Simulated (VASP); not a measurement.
# I (Pm-3m) in VASP: a series of runs

Runs on I. Level: LDA. Tasks: single point.

All numbers are computed with VASP 6.6.1; they aren't measurements. Logs are shortened: lines on timing, memory, paths and dates and some standing lists are left out, and cuts for length are marked.

## 1. The cell of the first run

Symmetry: Pm-3m, No. 221, cubic system. Conventional cell: a = 2.788 Å, b = 2.788 Å, c = 2.788 Å, α = 90.00°, β = 90.00°, γ = 90.00°. I (site symmetry m-3m) has 6 I at 2.79 Å within 3.7 Å.

## 2. Single point, LDA (volume scaled by 0.58)

INCAR

```
ALGO = Normal ; EDIFF = 1E-7
ENCUT = 520 ; ISIF = 2
ISMEAR = -1 ; LASPH = T
LCHARG = T ; LELF = T
LREAL = F ; LVHAR = T
LWAVE = F ; NBANDS = 10
NELM = 80 ; PREC = Accurate
SIGMA = 0.05
```

KPOINTS

```
k-points
0
Gamma
  13 13 13
```

POSCAR

```
I
1.0
    2.7883292647      0.0000000000      0.0000000000
    0.0000000000      2.7883292647      0.0000000000
    0.0000000000      0.0000000000      2.7883292647
I
1
Direct
    0.0000000000      0.0000000000      0.0000000000
```

Potentials or basis: VASP PAW LDA potentials, release 64 (I).

Run with:

```sh
cat potpaw_LDA.64/I/POTCAR > POTCAR
mpirun -np 1 vasp_std > vasp.out
```

OUTCAR:

```text
EDIFF = 1E-7
   ENCUT = 520
   ISIF = 2
   ISMEAR = -1
   LASPH = T
   LREAL = F
   NELM = 80
   PREC = Accurate

 ion  position               nearest neighbor table
   1  0.000  0.000  0.000-

  LATTYP: Found a simple cubic cell.
 ALAT       =     2.7883292647

  Lattice vectors:

 A1 = (   2.7883292647,   0.0000000000,   0.0000000000)
 A2 = (   0.0000000000,   2.7883292647,   0.0000000000)
 A3 = (   0.0000000000,   0.0000000000,   2.7883292647)

Analysis of symmetry for initial positions (statically):
=====================================================================
 Subroutine PRICEL returns:
 Original cell was already a primitive cell.

 Routine SETGRP: Setting up the symmetry group for a
 simple cubic supercell.

 Subroutine GETGRP returns: Found 48 space group operations
 (whereof 48 operations were pure point group operations)
 out of a pool of 48 trial point group operations.

The static configuration has the point symmetry O_h .

Analysis of symmetry for dynamics (positions and initial velocities):
=====================================================================
 Subroutine PRICEL returns:
 Original cell was already a primitive cell.

 Routine SETGRP: Setting up the symmetry group for a
 simple cubic supercell.

 Subroutine GETGRP returns: Found 48 space group operations
 (whereof 48 operations were pure point group operations)
 out of a pool of 48 trial point group operations.

The dynamic configuration has the point symmetry O_h .

 Subroutine INISYM returns: Found 48 space group operations
 (whereof 48 operations are pure point group operations),
 and found     1 'primitive' translations

----------------------------------------------------------------------------------------

                                     Primitive cell

  volume of cell :      21.6786

  direct lattice vectors                    reciprocal lattice vectors
     2.788329265  0.000000000  0.000000000     0.358637702  0.000000000  0.000000000
     0.000000000  2.788329265  0.000000000     0.000000000  0.358637702  0.000000000
     0.000000000  0.000000000  2.788329265     0.000000000  0.000000000  0.358637702

  length of vectors
     2.788329265  2.788329265  2.788329265     0.358637702  0.358637702  0.358637702

  position of ions in fractional coordinates (direct lattice)
     0.000000000  0.000000000  0.000000000

  ion indices of the primitive-cell ions
   primitive index   ion index
                 1           1

----------------------------------------------------------------------------------------

 KPOINTS: k-points

Automatic generation of k-mesh.
 Grid dimensions read from file:
 generate k-points for:   13   13   13

 Generating k-lattice:

  Cartesian coordinates                     Fractional coordinates (reciprocal lattice)
     0.027587516  0.000000000  0.000000000     0.076923077  0.000000000  0.000000000
     0.000000000  0.027587516  0.000000000     0.000000000  0.076923077  0.000000000
     0.000000000  0.000000000  0.027587516     0.000000000  0.000000000  0.076923077

  Length of vectors
     0.027587516  0.027587516  0.027587516

  Shift w.r.t. Gamma in fractional coordinates (k-lattice)
     0.000000000  0.000000000  0.000000000

 Subroutine IBZKPT returns following result:
 ===========================================

 Found     84 irreducible k-points:

 Following reciprocal coordinates:
            Coordinates               Weight
  0.000000  0.000000  0.000000      1.000000
  0.076923  0.000000  0.000000      6.000000
  0.153846  0.000000  0.000000      6.000000
  0.230769  0.000000  0.000000      6.000000
  0.307692  0.000000  0.000000      6.000000
  0.384615  0.000000  0.000000      6.000000
[... 16 lines left out ...]
  0.307692  0.307692  0.000000     12.000000
  0.384615  0.307692  0.000000     24.000000
 [... further k-points ...]
   k-points           NKPTS =     84   k-points in BZ     NKDIM =     84   number of bands    NBANDS=     10
   number of dos      NEDOS =    301   number of ions     NIONS =      1
   total plane-waves  NPLWV =  13824
   dimension x,y,z NGX =    24 NGY =   24 NGZ =   24
   dimension x,y,z NGXF=    48 NGYF=   48 NGZF=   48
   ions per type =               1
   NGX,Y,Z   is equivalent  to a cutoff of  14.31, 14.31, 14.31 a.u.
   NGXF,Y,Z  is equivalent  to a cutoff of  28.62, 28.62, 28.62 a.u.
 SYSTEM =  unknown system
   PREC   = accura    normal or accurate (medium, high low for compatibility)
   ISTART =      0    job   : 0-new  1-cont  2-samecut
   ICHARG =      2    charge: 1-file 2-atom 10-const
   ISPIN  =      1    spin polarized calculation?
   LNONCOLLINEAR =      F non collinear calculations
   LSORBIT =      F    spin-orbit coupling
   LASPH  =      T    aspherical Exc in radial PAW
   ENCUT  =  520.0 eV  38.22 Ry    6.18 a.u.   5.18  5.18  5.18*2*pi/ulx,y,z
   NELM   =     80;   NELMIN=  2; NELMDL= -5     # of ELM steps
   EDIFF  = 0.1E-06   stopping-criterion for ELM
   LREAL  =      F    real-space projection
   EDIFFG = 0.1E-05   stopping-criterion for IOM
   NSW    =      0    number of steps for IOM
   IBRION =     -1    ionic relax: 0-MD 1-quasi-New 2-CG
   NFREE  =      0    steps in history (QN), initial steepest desc. (CG)
   ISIF   =      2    stress and relaxation
   ISYM   =      2    0-nonsym 1-usesym 2-fastsym
   POTIM  = 0.5000    time-step for ionic-motion
   TEBEG  =    0.0;   TEEND  =   0.0 temperature during run
   PSTRESS=    0.0 pullay stress
   NELECT =       7.0000    total number of electrons
   NUPDOWN=      -1.0000    fix difference up-down
   EMIN   =  10.00;   EMAX   =-10.00  energy-range for DOS
   EFERMI =   0.00;   METHOD = LEGACY
   ISMEAR =    -1;   SIGMA  =   0.05  broadening in eV -4-tet -1-fermi 0-gaus
   EFERMI_NEDOS =   21; number of points for ismear=-14 and -15
   IALGO  =     38    algorithm
   IMIX   =      4    mixing-type and parameters
     AMIX     =   0.40;   BMIX     =  1.00
     AMIX_MAG =   1.60;   BMIX_MAG =  1.00
  volume/ion in A,a.u.               =      21.68       146.29
  Fermi-wavevector in a.u.,A,eV,Ry     =   1.123130  2.122408 17.162682  1.261422
  Thomas-Fermi vector in A             =   2.259795
   LORBIT       =      0    0 simple, 1 ext, 2 COOP (PROOUT), +10 PAW based schemes
   GGA     = CA    functional components
   LHFCALC =     F    Hartree Fock is set to
   AEXX    =    0.0000 exact exchange contribution
   IVDW    =     0    specifies the selected vdW correction
   LEPSILON=     F    determine dielectric tensor
   LRPA    =     F    only Hartree local field effects (RPA)
 non-spin polarized calculation
  energy-cutoff  :      520.00
  volume of cell :       21.68
 maximum number of plane-waves:       603
 NGX is ok and might be reduce to    24
   NGX = 11   NGY = 11   NGZ = 11

 number of electron       7.0000000 magnetization

 Free energy of the ion-electron system (eV)
  ---------------------------------------------------
  ext. energy  EPLUGINS =         0.00000000
  ---------------------------------------------------
  free energy    TOTEN  =         0.25073134 eV

  energy without entropy =        0.25854888  energy(sigma->0) =        0.25464011

 E-fermi :  13.4364     XC(G=0): -11.3972

 val. band max:       13.4176816612   @ k =   0.4615   0.3077   0.1538
 cond. band min:      13.4665583338   @ k =   0.4615   0.4615   0.2308
 fundamental gap:      0.0488766727
 Fermi energy:        13.4364418089

 k-point     1 :       0.0000    0.0000    0.0000
  band No.  band energies     occupation
      1      -6.2987      2.00000
      2      12.8556      1.99998
      3      12.8556      1.99998
      4      12.8556      1.99998
      5      17.7915      0.00000
      6      17.7915      0.00000
      7      20.1195      0.00000
      8      32.0034      0.00000
      9      32.0034      0.00000
     10      32.0035      0.00000

 k-point     2 :       0.0769    0.0000    0.0000
  band No.  band energies     occupation
      1      -6.1949      2.00000
      2      11.6483      2.00000
      3      12.9551      1.99987
      4      12.9551      1.99987
      5      17.8736      0.00000
      6      18.6330      0.00000
      7      20.7310      0.00000
      8      30.9346      0.00000
      9      30.9346      0.00000
     10      31.0654      0.00000

 k-point     3 :       0.1538    0.0000    0.0000
  band No.  band energies     occupation
      1      -5.8874      2.00000
      2       9.4461      2.00000
      3      13.2439      1.95839
      4      13.2439      1.95839
      5      18.1182      0.00000
      6      19.4172      0.00000
      7      22.8735      0.00000
      8      29.1218      0.00000
      9      29.1218      0.00000
     10      29.3042      0.00000

 k-point     4 :       0.2308    0.0000    0.0000
  band No.  band energies     occupation
      1      -5.3915      2.00000
      2       7.2055      2.00000
      3      13.6905      0.01235
      4      13.6905      0.01235
      5      18.5184      0.00000
      6      19.9804      0.00000
      7      25.6488      0.00000
      8      27.3469      0.00000
      9      27.3469      0.00000
     10      27.5041      0.00000
[... 222 lines left out ...]
 k-point    22 :       0.4615    0.2308    0.0000
  band No.  band energies     occupation
      1      -2.5966      2.00000
      2       3.3556      2.00000
      3       9.6521      2.00000
      4      15.9596      0.00000
      5      16.5188      0.00000
      6      22.2858      0.00000
      7      24.0394      0.00000
      8      24.5989      0.00000
      9      29.0144      0.00000
     10      29.6067      0.00000

 k-point    23 :       0.3077    0.3077    0.0000
  band No.  band energies     occupation
      1      -3.1747      2.00000
      2       6.3040      2.00000
      3       6.9022      2.00000
      4      15.6335      0.00000
      5      16.9229      0.00000
      6      21.3848      0.00000
      7      26.7630      0.00000
      8      26.8602      0.00000
      9      27.2024      0.00000
     10      27.9442      0.00000

 k-point    24 :       0.3846    0.3077    0.0000
  band No.  band energies     occupation
      1      -2.4594      2.00000
      2       4.9061      2.00000
      3       7.2159      2.00000
      4      15.5475      0.00000
      5      16.1678      0.00000
      6      22.1334      0.00000
      7      25.7228      0.00000
      8      25.8095      0.00000
      9      27.6490      0.00000
     10      28.3241      0.00000

 [... further k-points ...]
[... 5 lines left out ...]
  --------------------------------------------------------------------------------------
  -------------------------------------------------------------------------------------
  Total        8.6597429      8.6597429      8.6597429      0.0000000      0.0000000      0.0000000
  in kB      640.0050636    640.0050636    640.0050636      0.0000000      0.0000000      0.0000000
  external PRESSURE =     640.0050636 kB  Pullay stress =       0.0000000 kB

 VOLUME and BASIS-vectors are now :
 -----------------------------------------------------------------------------
  energy-cutoff  :      520.00
  volume of cell :       21.68
      direct lattice vectors                 reciprocal lattice vectors
     2.788329265  0.000000000  0.000000000     0.358637702  0.000000000  0.000000000
     0.000000000  2.788329265  0.000000000     0.000000000  0.358637702  0.000000000
     0.000000000  0.000000000  2.788329265     0.000000000  0.000000000  0.358637702

 POSITION                                       TOTAL-FORCE (eV/Angst)
 -----------------------------------------------------------------------------------
      0.00000      0.00000      0.00000         0.000000      0.000000      0.000000
 -----------------------------------------------------------------------------------
    total drift:                               -0.000000      0.000000      0.000000

  FREE ENERGIE OF THE ION-ELECTRON SYSTEM (eV)
  ---------------------------------------------------
  free  energy   TOTEN  =         0.2507313408 eV

  energy  without entropy=        0.2585488831  energy(sigma->0) =        0.25464011
```

It took 6.2 s on 1 thread of Intel Xeon 6975P-C, shared host; peak memory 0.14 GiB.

Results:

```
Free energy : 0.2507 eV
Pressure    : 64.0 GPa
```

Caveat: spin-orbit coupling is left out, which moves the levels of the heavy elements; an odd number of electrons without spin polarisation forces a metal; a magnetic or distorted state may lie lower.

## 3. Single point, LDA (volume scaled by 0.68)

INCAR

```
  PREC = Accurate
  ENCUT = 520
  EDIFF = 1E-7
  ISMEAR = -1
  SIGMA = 0.05
  LREAL = F
  LASPH = T
  NELM = 80
  ALGO = Normal
  ISIF = 2
  LWAVE = F
  LCHARG = F
  NBANDS = 10
```

KPOINTS

```
Automatic mesh
0
Gamma
  13 13 13
```

POSCAR

```
I
1.0
    2.9401604406      0.0000000000      0.0000000000
    0.0000000000      2.9401604406      0.0000000000
    0.0000000000      0.0000000000      2.9401604406
I
1
Direct
    0.0000000000      0.0000000000      0.0000000000
```

Potentials or basis: VASP PAW LDA potentials, release 64 (I).

Run with:

```sh
cat potpaw_LDA.64/I/POTCAR > POTCAR
mpirun -np 1 vasp_std > vasp.out
```

Wall time 7.9 s (1 thread of Intel Xeon 6975P-C, shared host); peak memory 0.14 GiB.

It converged, with:

```yaml
Free_energy: -0.8750 eV
Pressure: 34.3 GPa
```

Levels at points of the mesh, in eV from the Fermi level:
```csv
k point,band 1,band 2,band 3,band 4,band 5,band 6,band 7,band 8,band 9
"(0.00, 0.00, 0.00)",-17.84,-0.54,-0.54,-0.54,4.83,4.83,6.02,18.40,18.42
```

Caveat: spin-orbit coupling is left out, which moves the levels of the heavy elements; an odd number of electrons without spin polarisation forces a metal; a magnetic or distorted state may lie lower.

## 4. Single point, LDA (volume scaled by 0.68)

INCAR

```
SYSTEM = I
PREC     = Accurate       ! precision mode
ENCUT    = 520            ! plane-wave cutoff, eV
EDIFF    = 1E-6           ! SCF threshold, eV
ISMEAR   = -1             ! smearing method
SIGMA    = 0.05           ! smearing width, eV
LREAL    = .False.        ! projectors in reciprocal space
LASPH    = .True.         ! aspherical terms in the spheres
NELM     = 60             ! most SCF steps
ALGO     = Normal         ! electronic algorithm
ISIF     = 2              ! what is computed and relaxed
LWAVE    = .False.        ! write WAVECAR
LCHARG   = .False.        ! write CHGCAR
GGA      = CA             ! functional
NBANDS   = 10             ! bands
```

KPOINTS

```
regular mesh
0
Gamma
  13 13 13
  0 0 0
```

POSCAR is that of step 3.

Run with:

```sh
cat potpaw_LDA.64/I/POTCAR > POTCAR
mpirun -np 1 vasp_std > vasp.out
```

Wall time 7.1 s (1 thread of Intel Xeon 6975P-C, shared host); peak memory 0.14 GiB.

It converged, with:

| Quantity | Value |
| --- | --- |
| Free energy | -0.8750 eV |
| Pressure | 34.3 GPa |

Levels at points of the mesh, in eV from the Fermi level:
| k point | band 2 | band 3 | band 4 | band 5 | band 6 | band 7 |
| --- | --- | --- | --- | --- | --- | --- |
| (0.00, 0.00, 0.00) | -0.54 | -0.54 | -0.54 | 4.83 | 4.83 | 6.02 |

Caveat: spin-orbit coupling is left out, which moves the levels of the heavy elements; an odd number of electrons without spin polarisation forces a metal; a magnetic or distorted state may lie lower.

## 5. Single point, LDA (volume scaled by 0.78)

INCAR

```
SYSTEM = I
PREC     = Accurate       ! precision mode
ENCUT    = 520            ! plane-wave cutoff, eV
EDIFF    = 1E-6           ! SCF threshold, eV
ISMEAR   = -1             ! smearing method
SIGMA    = 0.05           ! smearing width, eV
LREAL    = .FALSE.        ! projectors in reciprocal space
LASPH    = .TRUE.         ! aspherical terms in the spheres
NELM     = 60             ! most SCF steps
ALGO     = Normal         ! electronic algorithm
ISIF     = 2              ! what is computed and relaxed
LWAVE    = .FALSE.        ! write WAVECAR
LCHARG   = .FALSE.        ! write CHGCAR
NBANDS   = 10             ! bands
```

KPOINTS

```
regular mesh
0
G
  13 13 13
  0 0 0
```

POSCAR

```
I
1.0
    3.0777470704      0.0000000000      0.0000000000
    0.0000000000      3.0777470704      0.0000000000
    0.0000000000      0.0000000000      3.0777470704
I
1
Direct
    0.0000000000      0.0000000000      0.0000000000
```

Run with:

```sh
cat potpaw_LDA.64/I/POTCAR > POTCAR
mpirun -np 1 vasp_std > vasp.out
```

Wall time 5.8 s (1 thread of Intel Xeon 6975P-C, shared host); peak memory 0.14 GiB.

Results (log left out):

```
Free energy : -1.4386 eV
Pressure    : 15.9 GPa
```

Levels at points of the mesh, in eV from the Fermi level:
```
           k point  band 1  band 2  band 3  band 4  band 5  band 6  band 7  band 8
(0.00, 0.00, 0.00)  -16.31   -0.38   -0.38   -0.38    5.40    5.40    5.70   17.81
```

Caveat: spin-orbit coupling is left out, which moves the levels of the heavy elements; an odd number of electrons without spin polarisation forces a metal; a magnetic or distorted state may lie lower.

## 6. Summary

```tsv
cell	gap on the mesh (eV)	pressure (GPa)
a = 2.788 Å, 1 atom	none	64.0
a = 2.940 Å, 1 atom	none	34.3
a = 3.078 Å, 1 atom	none	15.9
```

Alike in all rows: task single point; level LDA; potentials or basis VASP PAW LDA potentials, release 64 (I); no spin polarisation; k mesh 13 × 13 × 13; cutoff (eV) 520; smearing fermi-dirac 0.05 eV.

Caveats: spin-orbit coupling is left out, which moves the levels of the heavy elements; an odd number of electrons without spin polarisation forces a metal; a magnetic or distorted state may lie lower.

Total energies depend on the potentials used, so only differences within one code and one set of settings carry meaning.
